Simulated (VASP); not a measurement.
# ZnO (P6_3mc) in VASP: single point with PBE

Aim: the single point of ZnO with PBE.

Program: VASP 6.6.1. These are calculated values, not measurements. Logs are shortened: lines on timing, memory, paths and dates and some standing lists are left out, and cuts for length are marked.

## (1) The cell of the first run

It takes space group P6_3mc (No. 186, hexagonal). Conventional cell: a = 3.226 Å, b = 3.226 Å, c = 10.473 Å, α = 90.00°, β = 90.00°, γ = 120.00°. Within 2.6 Å of Zn (site symmetry 3m) lie 4 O at 1.97 to 1.98 Å. Within 2.6 Å of Zn (site symmetry 3m) lie 4 O at 1.97 Å. O (site symmetry 3m) has 4 Zn at 1.97 to 1.98 Å within 2.6 Å. Within 2.6 Å of O (site symmetry 3m) lie 4 Zn at 1.97 Å.

## (2) Single point, PBE

File INCAR:

```
SYSTEM = ZnO
  PREC = Accurate
  ENCUT = 520
  EDIFF = 1E-6
  ISMEAR = 0
  SIGMA = 0.01
  LREAL = .FALSE.
  LASPH = .TRUE.
  NELM = 100
  ALGO = Normal
  ISIF = 2
  LWAVE = .FALSE.
  LCHARG = .FALSE.
  GGA = PE
  NBANDS = 46
```

File KPOINTS:

```
regular mesh
0
G
  9 9 2
  0 0 0
```

File POSCAR:

```
ZnO
1.0
    3.2264991538      0.0000000000      0.0000000000
   -1.6132495769      2.7942302324      0.0000000000
    0.0000000000      0.0000000000     10.4726021470
Zn O
4 4
Direct
    0.0000000000      0.0000000000     -0.0006159373
    0.3333333333      0.6666666667      0.2495637822
    0.0000000000      0.0000000000      0.4993840627
    0.6666666667      0.3333333333      0.7495637822
    0.0000000000      0.0000000000      0.1881525679
    0.3333333333      0.6666666667      0.4378995872
    0.0000000000      0.0000000000      0.6881525679
    0.6666666667      0.3333333333      0.9378995872
```

Potentials or basis: VASP PAW PBE potentials, release 64 (Zn, O).

On the command line:

```sh
$ cat potpaw_PBE.64/Zn/POTCAR potpaw_PBE.64/O/POTCAR > POTCAR
$ mpirun -np 1 vasp_std > vasp.out
```

OUTCAR:

```text
SYSTEM = ZnO
   PREC = Accurate
   ENCUT = 520
   EDIFF = 1E-6
   ISMEAR = 0
   LREAL = .FALSE.
   LASPH = .TRUE.
   NELM = 100
   ISIF = 2
   GGA = PE

 ion  position               nearest neighbor table
   1  0.000  0.000  0.999-   8 1.97   8 1.97   8 1.97   5 1.98
   2  0.333  0.667  0.250-   5 1.97   5 1.97   5 1.97   6 1.97
   3  0.000  0.000  0.499-   6 1.97   6 1.97   6 1.97   7 1.98
   4  0.667  0.333  0.750-   7 1.97   7 1.97   7 1.97   8 1.97
   5  0.000  0.000  0.188-   2 1.97   2 1.97   2 1.97   1 1.98
   6  0.333  0.667  0.438-   3 1.97   3 1.97   3 1.97   2 1.97
   7  0.000  0.000  0.688-   4 1.97   4 1.97   4 1.97   3 1.98
   8  0.667  0.333  0.938-   1 1.97   1 1.97   1 1.97   4 1.97

  LATTYP: Found a hexagonal cell.
 ALAT       =     3.2264991538
 C/A-ratio  =     3.2458096679

  Lattice vectors:

 A1 = (   3.2264991538,   0.0000000000,   0.0000000000)
 A2 = (  -1.6132495769,   2.7942302324,   0.0000000000)
 A3 = (   0.0000000000,   0.0000000000,  10.4726021470)

Analysis of symmetry for initial positions (statically):
=====================================================================
 Subroutine PRICEL returns:
 Original cell was already a primitive cell.

 Routine SETGRP: Setting up the symmetry group for a
 hexagonal supercell.

 Subroutine GETGRP returns: Found 12 space group operations
 (whereof  6 operations were pure point group operations)
 out of a pool of 24 trial point group operations.

The static configuration has the point symmetry C_3v.
 The point group associated with its full space group is C_6v.

Analysis of symmetry for dynamics (positions and initial velocities):
=====================================================================
 Subroutine PRICEL returns:
 Original cell was already a primitive cell.

 Routine SETGRP: Setting up the symmetry group for a
 hexagonal supercell.

 Subroutine GETGRP returns: Found 12 space group operations
 (whereof  6 operations were pure point group operations)
 out of a pool of 24 trial point group operations.

The dynamic configuration has the point symmetry C_3v.
 The point group associated with its full space group is C_6v.

 Subroutine INISYM returns: Found 12 space group operations
 (whereof  6 operations are pure point group operations),
 and found     1 'primitive' translations

----------------------------------------------------------------------------------------

                                     Primitive cell

  volume of cell :      94.4166

  direct lattice vectors                    reciprocal lattice vectors
     3.226499154  0.000000000  0.000000000     0.309933446  0.178940158  0.000000000
    -1.613249577  2.794230232  0.000000000     0.000000000  0.357880317  0.000000000
     0.000000000  0.000000000 10.472602147     0.000000000  0.000000000  0.095487252

  length of vectors
     3.226499154  3.226499154 10.472602147     0.357880317  0.357880317  0.095487252

  position of ions in fractional coordinates (direct lattice)
     0.000000000  0.000000000  0.999384063
     0.333333333  0.666666667  0.249563782
     0.000000000  0.000000000  0.499384063
     0.666666667  0.333333333  0.749563782
     0.000000000  0.000000000  0.188152568
     0.333333333  0.666666667  0.437899587
     0.000000000  0.000000000  0.688152568
     0.666666667  0.333333333  0.937899587

  ion indices of the primitive-cell ions
   primitive index   ion index
                 1           1
                 2           2
                 3           3
                 4           4
                 5           5
                 6           6
                 7           7
                 8           8

----------------------------------------------------------------------------------------

 KPOINTS: regular mesh

Automatic generation of k-mesh.
 Grid dimensions read from file:
 generate k-points for:    9    9    2

 Generating k-lattice:

  Cartesian coordinates                     Fractional coordinates (reciprocal lattice)
     0.034437050  0.019882240  0.000000000     0.111111111  0.000000000  0.000000000
     0.000000000  0.039764480  0.000000000     0.000000000  0.111111111  0.000000000
     0.000000000  0.000000000  0.047743626     0.000000000  0.000000000  0.500000000

  Length of vectors
     0.039764480  0.039764480  0.047743626

  Shift w.r.t. Gamma in fractional coordinates (k-lattice)
     0.000000000  0.000000000  0.000000000

 Subroutine IBZKPT returns following result:
 ===========================================

 Found     24 irreducible k-points:

 Following reciprocal coordinates:
            Coordinates               Weight
  0.000000  0.000000  0.000000      1.000000
  0.111111  0.000000  0.000000      6.000000
  0.222222  0.000000  0.000000      6.000000
  0.333333  0.000000  0.000000      6.000000
  0.444444  0.000000  0.000000      6.000000
  0.111111  0.111111  0.000000      6.000000
[... 16 lines left out ...]
  0.333333  0.222222  0.500000     12.000000
  0.333333  0.333333  0.500000      2.000000
   k-points           NKPTS =     24   k-points in BZ     NKDIM =     24   number of bands    NBANDS=     46
   number of dos      NEDOS =    301   number of ions     NIONS =      8
   total plane-waves  NPLWV =  46080
   dimension x,y,z NGX =    24 NGY =   24 NGZ =   80
   dimension x,y,z NGXF=    48 NGYF=   48 NGZF=  160
   ions per type =               4   4
   NGX,Y,Z   is equivalent  to a cutoff of  12.37, 12.37, 12.70 a.u.
   NGXF,Y,Z  is equivalent  to a cutoff of  24.73, 24.73, 25.40 a.u.
 SYSTEM =  ZnO
   PREC   = accura    normal or accurate (medium, high low for compatibility)
   ISTART =      0    job   : 0-new  1-cont  2-samecut
   ICHARG =      2    charge: 1-file 2-atom 10-const
   ISPIN  =      1    spin polarized calculation?
   LNONCOLLINEAR =      F non collinear calculations
   LSORBIT =      F    spin-orbit coupling
   LASPH  =      T    aspherical Exc in radial PAW
   ENCUT  =  520.0 eV  38.22 Ry    6.18 a.u.   6.00  6.00 19.47*2*pi/ulx,y,z
   NELM   =    100;   NELMIN=  2; NELMDL= -5     # of ELM steps
   EDIFF  = 0.1E-05   stopping-criterion for ELM
   LREAL  =      F    real-space projection
   EDIFFG = 0.1E-04   stopping-criterion for IOM
   NSW    =      0    number of steps for IOM
   IBRION =     -1    ionic relax: 0-MD 1-quasi-New 2-CG
   NFREE  =      0    steps in history (QN), initial steepest desc. (CG)
   ISIF   =      2    stress and relaxation
   ISYM   =      2    0-nonsym 1-usesym 2-fastsym
   POTIM  = 0.5000    time-step for ionic-motion
   TEBEG  =    0.0;   TEEND  =   0.0 temperature during run
   PSTRESS=    0.0 pullay stress
   NELECT =      72.0000    total number of electrons
   NUPDOWN=      -1.0000    fix difference up-down
   EMIN   =  10.00;   EMAX   =-10.00  energy-range for DOS
   EFERMI =   0.00;   METHOD = LEGACY
   ISMEAR =     0;   SIGMA  =   0.01  broadening in eV -4-tet -1-fermi 0-gaus
   EFERMI_NEDOS =   21; number of points for ismear=-14 and -15
   IALGO  =     38    algorithm
   IMIX   =      4    mixing-type and parameters
     AMIX     =   0.40;   BMIX     =  1.00
     AMIX_MAG =   1.60;   BMIX_MAG =  1.00
  volume/ion in A,a.u.               =      11.80        79.64
  Fermi-wavevector in a.u.,A,eV,Ry     =   1.495671  2.826409 30.436684  2.237033
  Thomas-Fermi vector in A             =   2.607786
   LORBIT       =      0    0 simple, 1 ext, 2 COOP (PROOUT), +10 PAW based schemes
   GGA     = PE    functional components
   LHFCALC =     F    Hartree Fock is set to
   AEXX    =    0.0000 exact exchange contribution
   IVDW    =     0    specifies the selected vdW correction
   LEPSILON=     F    determine dielectric tensor
   LRPA    =     F    only Hartree local field effects (RPA)
 non-spin polarized calculation
 Gauss-broadening in eV      SIGMA  =   0.01
  energy-cutoff  :      520.00
  volume of cell :       94.42
 maximum number of plane-waves:      2586
 NGX is ok and might be reduce to    24
   NGX = 11   NGY = 11   NGZ = 39

 number of electron      72.0000035 magnetization

 Free energy of the ion-electron system (eV)
  ---------------------------------------------------
  ext. energy  EPLUGINS =         0.00000000
  ---------------------------------------------------
  free energy    TOTEN  =       -35.58776118 eV

  energy without entropy =      -35.58776118  energy(sigma->0) =      -35.58776118

 E-fermi :   1.3464     XC(G=0): -10.9607

 val. band max:        1.2807571744   @ k =   0.0000   0.0000   0.0000
 cond. band min:       2.0153860851   @ k =   0.0000   0.0000   0.0000
 fundamental gap:      0.7346289107
 Fermi energy:         1.3464205713

 k-point     1 :       0.0000    0.0000    0.0000
  band No.  band energies     occupation
      1     -16.8750      2.00000
      2     -16.5399      2.00000
      3     -16.5122      2.00000
      4     -16.1543      2.00000
      5      -4.7127      2.00000
      6      -4.6711      2.00000
[... 38 lines left out ...]
     45      14.3155      0.00000
     46      14.4557      0.00000

 k-point     2 :       0.1111    0.0000    0.0000
  band No.  band energies     occupation
      1     -16.8060      2.00000
      2     -16.4876      2.00000
      3     -16.4599      2.00000
      4     -16.1229      2.00000
      5      -4.7468      2.00000
      6      -4.7085      2.00000
[... 38 lines left out ...]
     45      13.5557      0.00000
     46      13.8000      0.00000

 k-point     3 :       0.2222    0.0000    0.0000
  band No.  band energies     occupation
      1     -16.6217      2.00000
      2     -16.3526      2.00000
      3     -16.3252      2.00000
      4     -16.0473      2.00000
      5      -4.8391      2.00000
      6      -4.8009      2.00000
[... 38 lines left out ...]
     45      12.2700      0.00000
     46      12.7740      0.00000

 k-point     4 :       0.3333    0.0000    0.0000
  band No.  band energies     occupation
      1     -16.3876      2.00000
      2     -16.1937      2.00000
      3     -16.1673      2.00000
      4     -15.9754      2.00000
      5      -4.9238      2.00000
      6      -4.8660      2.00000
[... 920 lines left out ...]
     45      11.8387      0.00000
     46      11.8387      0.00000

 k-point    23 :       0.3333    0.2222    0.5000
  band No.  band energies     occupation
      1     -16.0906      2.00000
      2     -16.0906      2.00000
      3     -15.9757      2.00000
      4     -15.9757      2.00000
      5      -4.6192      2.00000
      6      -4.6192      2.00000
[... 38 lines left out ...]
     45      11.3508      0.00000
     46      11.3508      0.00000

 k-point    24 :       0.3333    0.3333    0.5000
  band No.  band energies     occupation
      1     -16.0205      2.00000
      2     -16.0205      2.00000
      3     -15.9916      2.00000
      4     -15.9916      2.00000
      5      -4.5264      2.00000
      6      -4.5264      2.00000
[... 38 lines left out ...]
     45      11.0490      0.00000
     46      11.0490      0.00000

------------------------ aborting loop because EDIFF is reached ----------------------------------------

  FORCE on cell =-STRESS in cart. coord.  units (eV):
  Direction    XX          YY          ZZ          XY          YZ          ZX
  --------------------------------------------------------------------------------------
  -------------------------------------------------------------------------------------
  Total        4.2058734      4.2058734      4.2363755      0.0000000      0.0000000      0.0000000
  in kB       71.3704486     71.3704486     71.8880465      0.0000000      0.0000000      0.0000000
  external PRESSURE =      71.5429812 kB  Pullay stress =       0.0000000 kB

 VOLUME and BASIS-vectors are now :
 -----------------------------------------------------------------------------
  energy-cutoff  :      520.00
  volume of cell :       94.42
      direct lattice vectors                 reciprocal lattice vectors
     3.226499154  0.000000000  0.000000000     0.309933446  0.178940158  0.000000000
    -1.613249577  2.794230232  0.000000000     0.000000000  0.357880317  0.000000000
     0.000000000  0.000000000 10.472602147     0.000000000  0.000000000  0.095487252

 POSITION                                       TOTAL-FORCE (eV/Angst)
 -----------------------------------------------------------------------------------
      0.00000      0.00000     10.46615         0.000000     -0.000000      0.008177
     -0.00000      1.86282      2.61358         0.000000      0.000000     -0.004669
      0.00000      0.00000      5.22985        -0.000000     -0.000000      0.008177
      1.61325      0.93141      7.84988        -0.000000      0.000000     -0.004669
      0.00000      0.00000      1.97045        -0.000000     -0.000000     -0.006274
     -0.00000      1.86282      4.58595        -0.000000      0.000000      0.002766
      0.00000      0.00000      7.20675         0.000000     -0.000000     -0.006274
      1.61325      0.93141      9.82225         0.000000     -0.000000      0.002766
 -----------------------------------------------------------------------------------
    total drift:                                0.000001      0.000002     -0.004681

  FREE ENERGIE OF THE ION-ELECTRON SYSTEM (eV)
  ---------------------------------------------------
  free  energy   TOTEN  =       -35.5877611804 eV

  energy  without entropy=      -35.5877611804  energy(sigma->0) =      -35.58776118
```

Wall time 56 s (1 thread of Intel Xeon 6975P-C (Granite Rapids), shared host); peak memory 0.24 GiB.

What came out:

* Free energy: -35.5878 eV
* Pressure: 7.2 GPa
* Largest force: 0.008 eV/Å
* Band gap on the k mesh: 0.73 eV, direct

Forces on the atoms (eV/Å):
```
Zn   0.000  0.000  0.008
Zn   0.000  0.000 -0.005
Zn   0.000  0.000  0.008
Zn   0.000  0.000 -0.005
O    0.000  0.000 -0.006
O    0.000  0.000  0.003
O    0.000  0.000 -0.006
O    0.000  0.000  0.003
```
